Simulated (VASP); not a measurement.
## MnB6: relaxation of cell and atoms with PBE

MnB6:

```
CELL_PARAMETERS angstrom
-0.07964 -0.04665 3.57297
-2.96947 2.39742 0.00559
-2.92207 -2.34005 0.06926
ATOMIC_POSITIONS crystal
Mn 0.98068 0.99066 0.03876
B 0.75436 0.57467 0.92796
B 0.22842 0.11499 0.42527
B 0.26441 0.44421 0.09662
B 0.77679 0.91277 0.54685
B 0.50421 0.77262 0.18827
B 0.49113 0.19007 0.77628
```

```json
{
  "Program": "VASP 6.6.1",
  "Task": "relaxation of cell and atoms",
  "Functional": "PBE",
  "Potentials or basis": "VASP PAW PBE potentials, release 64 (Mn_pv, B)",
  "Cutoff": "600 eV",
  "k mesh": "6 × 6 × 6",
  "Occupations": "gaussian, width 0.2 eV",
  "Spin": "no spin polarisation",
  "Dipole correction": "no",
  "Further INCAR settings": "ALGO = Normal; EDIFF = 1e-06; IBRION = 2; EDIFFG = -0.025; NSW = 80; ISIF = 3"
}
```

* Relaxed volume: 7.43 Å³/atom
* Relaxed cell: a = 3.602 Å, b = 3.834 Å, c = 3.834 Å, α = 79.18°, β = 89.57°, γ = 89.59°
* Space group after relaxing (to 0.1 Å): C2/m (No. 12)
* Energy gained by relaxing: 267.9 meV/atom
* Ionic steps: 15
* Pressure after relaxing: 0.1 GPa
* Largest force after relaxing: 0.019 eV/Å
* Band gap on the k mesh: zero (an odd number of electrons rules out a gap without spin polarisation)

Forces in eV/Å, atoms in the order of the input:
```
Mn   0.015  0.009 -0.006
B    0.002 -0.008 -0.002
B   -0.003  0.001 -0.008
B   -0.001  0.009  0.003
B   -0.003 -0.012 -0.003
B   -0.003 -0.014  0.007
B   -0.006  0.015  0.010
```

Stress tensor (GPa, compression positive):
```
 0.22  0.04 -0.03
 0.04  0.02  0.06
-0.03  0.06  0.08
```

The path:
| step | energy change (eV) | largest force (eV/Å) | pressure (GPa) | volume (Å³) |
| --- | --- | --- | --- | --- |
| 1 | 0.0000 | 5.3691 | 24.91 | 49.83 |
| 2 | -0.9463 | 2.3267 | -20.65 | 58.16 |
| 3 | -1.6221 | 1.6020 | -9.67 | 54.21 |
| 4 | -1.6229 | 1.5985 | -9.31 | 54.12 |
| 5 | -1.8042 | 0.8876 | 3.77 | 51.64 |
| 6 | -1.8269 | 0.5544 | 0.11 | 52.22 |
| 7 | -1.8624 | 0.2636 | 0.22 | 52.07 |
| 8 | -1.8649 | 0.3093 | 0.27 | 52.02 |
| 9 | -1.8718 | 0.2003 | -0.12 | 52.06 |
| 10 | -1.8718 | 0.2038 | -0.11 | 52.06 |
| 11 | -1.8743 | 0.0605 | 0.00 | 52.04 |
| 12 | -1.8743 | 0.0606 | 0.03 | 52.04 |
| 13 | -1.8748 | 0.0396 | -0.08 | 52.05 |
| 14 | -1.8748 | 0.0374 | -0.13 | 52.05 |
| 15 | -1.8750 | 0.0192 | 0.11 | 52.01 |

Final structure:
```
CELL_PARAMETERS angstrom
-0.03450 -0.00064 3.60201
-2.95470 2.44394 -0.00056
-2.95432 -2.44306 0.00011
ATOMIC_POSITIONS crystal
Mn 0.99998 0.00000 0.00023
B 0.75307 0.53774 0.92183
B 0.24716 0.07788 0.46240
B 0.24681 0.46228 0.07810
B 0.75314 0.92226 0.53740
B 0.49989 0.78631 0.21360
B 0.49994 0.21352 0.78645
```

Levels at points of the mesh, in eV from the Fermi level:
| k point | band 12 | band 13 | band 14 | band 15 | band 16 | band 17 | band 18 | band 19 |
| --- | --- | --- | --- | --- | --- | --- | --- | --- |
| (0.00, 0.00, 0.00) | -4.14 | -3.40 | -3.38 | -1.40 | 0.66 | 2.77 | 3.11 | 3.69 |
| (0.50, 0.00, 0.00) | -3.66 | -3.34 | -2.67 | -1.21 | 0.42 | 1.13 | 1.76 | 2.52 |
| (0.00, 0.50, 0.00) | -4.06 | -2.83 | -2.42 | -2.26 | 0.08 | 1.94 | 2.61 | 3.64 |
| (0.50, 0.50, 0.00) | -3.12 | -2.21 | -2.07 | -1.43 | -0.51 | 0.56 | 1.89 | 2.87 |
| (0.00, 0.00, 0.50) | -4.06 | -2.83 | -2.42 | -2.27 | 0.09 | 1.94 | 2.61 | 3.64 |
| (0.50, 0.00, 0.50) | -3.12 | -2.21 | -2.07 | -1.43 | -0.51 | 0.56 | 1.89 | 2.86 |
| (0.00, 0.50, 0.50) | -3.72 | -3.24 | -2.62 | -0.70 | -0.20 | 0.93 | 3.55 | 3.66 |
| (0.50, 0.50, 0.50) | -2.71 | -1.64 | -1.42 | -0.86 | -0.72 | 0.83 | 3.38 | 3.39 |

It took 8.8 min on 1 thread of AMD EPYC 9R45 96-Core Processor (Zen 5), with other jobs on the host, peak memory 0.23 GiB.

Caveat: the run has no spin polarisation, though such a crystal can be magnetic. Spin polarisation is off, so any magnetic state and its effect on volume and gap are missing.
